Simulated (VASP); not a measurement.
Runs of VASP 6.6.1 on ZnS. The structure is that of space group F-43m (No. 216), or close to it. The cells are those of the table. 

```tsv
cell	gap on the mesh (eV)	pressure (GPa)
a = 3.871 Å, angles 60.0°, 2 atoms	1.94	(d)
a = 3.821 Å, angles 60.0°, 2 atoms	2.11	(c)
a = 3.796 Å, angles 60.0°, 2 atoms	2.20	3.4
a = 3.847 Å, angles 60.0°, 2 atoms	(b)	0.3
a = 3.896 Å, angles 60.0°, 2 atoms	(a)	-2.2
a = 3.770 Å, angles 60.0°, 2 atoms	2.29	5.2
a = 3.743 Å, angles 60.0°, 2 atoms	2.39	7.2
```

Alike in all rows: task single point; level PBE; potentials or basis VASP PAW PBE potentials, release 64 (Zn, S); no spin polarisation; k mesh 6 × 6 × 6; cutoff (eV) 520; smearing fermi-dirac 0.02 eV.

**Question.** Fill in the values left out.

**Answer.** (a) 1.86; (b) 2.03; (c) 1.8; (d) -1.0.

